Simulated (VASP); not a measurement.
A run of VASP 6.6.1 is set up as follows.

File INCAR:

```
  PREC = Accurate
  ENCUT = 520
  EDIFF = 1E-6
  ISMEAR = 0
  SIGMA = 0.02
  LREAL = Auto
  LASPH = T
  NELM = 80
  ALGO = Normal
  ISIF = 2
  LWAVE = F
  LCHARG = F
  GGA = PS
  NBANDS = 57
```

The input KPOINTS:

```
Automatic mesh
0
Gamma
  2 2 1
```

The input POSCAR:

```
H3C18N
1.0
    7.3980000000      0.0000000000      0.0000000000
   -3.6990000000      6.4068560000      0.0000000000
    0.0000000000      0.0000000000     13.0000000000
C N H
18 1 3
Direct
   -0.0069848074     -0.0047908972      0.0490199456
    0.2154285869      0.1063990693      0.0490454684
   -0.0080086858      0.3298764963      0.0490361239
    0.2164401318      0.4420856059      0.0490373947
   -0.0056951419      0.6641628021      0.0490134297
    0.2141069987      0.7741222082      0.0490379691
    0.3253533956     -0.0034913170      0.0490389029
    0.5498384345      0.1087991240      0.0490158078
    0.3276679605      0.3308934548      0.0490113434
    0.5475858867      0.4407910699      0.0489216917
    0.3263352170      0.6618981864      0.0490461075
    0.5488104929      0.7731328636      0.0490354656
    0.6610667553     -0.0023869786      0.0490495445
    0.8808333256      0.1074715825      0.0490384108
    0.6598376722      0.3286367437      0.0489785326
    0.8821231392      0.4398179051      0.0490118315
    0.6587923566      0.6632102473      0.0489341682
    0.8831897892      0.7753823131      0.0489793690
    0.6825451404      0.5641585709      0.3201597672
    0.5676345779      0.4452979841      0.3622692416
    0.7302459465      0.6972210159      0.3624527671
    0.6109342278      0.5795922496      0.2559441173
```

Potentials or basis: VASP PAW PBE potentials, release 64 (C, N, H).

The run is started by

```bash
$ cat potpaw_PBE.64/C/POTCAR potpaw_PBE.64/N/POTCAR potpaw_PBE.64/H/POTCAR > POTCAR
$ mpirun -np 1 vasp_std > vasp.out
```

Task: Estimate the band gap on the k mesh.

Result: 0.21 eV.

Task: Estimate the largest force.

Result: 0.061 eV/Å.

Forces on the atoms (eV/Å):
```
C    0.015  0.003 -0.001
C   -0.006  0.006 -0.005
C   -0.007 -0.001 -0.002
C   -0.012 -0.008 -0.001
C    0.008  0.010  0.001
C   -0.002  0.005 -0.001
C    0.001 -0.005 -0.001
C   -0.001  0.000 -0.002
C    0.005 -0.009  0.001
C   -0.006 -0.018  0.000
C    0.001  0.016 -0.001
C   -0.021 -0.001  0.003
C   -0.017  0.000 -0.004
C    0.009  0.021 -0.001
C    0.006 -0.012 -0.001
C    0.015 -0.011  0.003
C   -0.001 -0.003  0.000
C    0.012  0.006 -0.001
N   -0.059  0.012  0.011
H    0.018 -0.019  0.005
H    0.020  0.007 -0.004
H    0.023  0.002  0.002
```

Caveat: the k points lie up to 0.49 Å⁻¹ apart; there is no dipole correction, which matters where the two faces differ; semilocal functionals underestimate gaps, and a narrow one can read as zero; the PAW data sets were made with another functional, which shifts forces and pressure a little.
